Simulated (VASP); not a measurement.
SnTe3:

```xyz
8
Lattice="7.9131 0.0000 0.0000 -3.9565 6.8529 0.0000 0.0000 0.0000 6.2159" Properties=species:S:1:pos:R:3 pbc="T T T"
Sn    3.9565    2.2843    1.5540
Sn    0.0000    4.5686    4.6619
Te    2.0795    1.2006    4.6619
Te    5.8336    1.2006    4.6619
Te    3.9565    4.4517    4.6619
Te    1.8770    5.6523    1.5540
Te   -1.8770    5.6523    1.5540
Te    0.0000    2.4012    1.5540
```

The cell was generated, and may not be a known phase.

- Program: VASP 6.6.1
- Task: relaxation of cell and atoms
- Functional: PBE
- Potentials or basis: VASP PAW PBE potentials, release 64 (Sn_d, Te)
- Cutoff: 600 eV
- k mesh: 3 × 3 × 4
- Occupations: gaussian, width 0.1 eV
- Spin: no spin polarisation

At the start: pressure -7.3 GPa; volume 42.13 Å³/atom.

**Question.** How do energy, volume and symmetry change on relaxing?

**Answer.** Over 17 steps the energy falls by 439.6 meV/atom and the volume is 28.86 Å³/atom (-31.5 %); space group P6_3/mmc (No. 194, to 0.1 Å) before and after.

The path:
```csv
step,energy change (eV),largest force (eV/Å),pressure (GPa),volume (Å³)
1,0.0000,0.4739,-7.27,337.07
2,-3.2475,0.0383,-3.13,252.14
3,-3.4395,0.1814,-0.29,235.00
4,-3.4400,0.2090,0.09,233.20
5,-3.4516,0.1772,0.09,232.55
6,-3.4737,0.0706,0.16,230.62
7,-3.4490,0.1890,0.65,226.78
8,-3.4769,0.0167,0.26,229.71
9,-3.4900,0.0031,-0.05,230.78
10,-3.5003,0.0255,-0.39,232.22
11,-3.5020,0.0573,-0.91,235.02
12,-3.5045,0.0211,-0.62,233.20
13,-3.5062,0.0341,-0.78,234.12
14,-3.5107,0.0441,-0.58,233.35
15,-3.5109,0.0463,-0.53,233.15
16,-3.5140,0.0400,-0.35,232.26
17,-3.5164,0.0283,-0.07,230.84
```

Final structure:
```
Sn Te
1.0
     7.10291    0.00000    0.00000
    -3.55146    6.15130    0.00000
     0.00000    0.00000    5.28340
Sn Te
2 6
Direct
  0.66667 0.33333 0.25000
  0.33333 0.66667 0.75000
  0.33862 0.16931 0.75000
  0.83069 0.16931 0.75000
  0.83069 0.66138 0.75000
  0.66138 0.83069 0.25000
  0.16931 0.83069 0.25000
  0.16931 0.33862 0.25000
```

Caveat: the volume moved by over 15 % at a fixed basis, so the end points are rough.
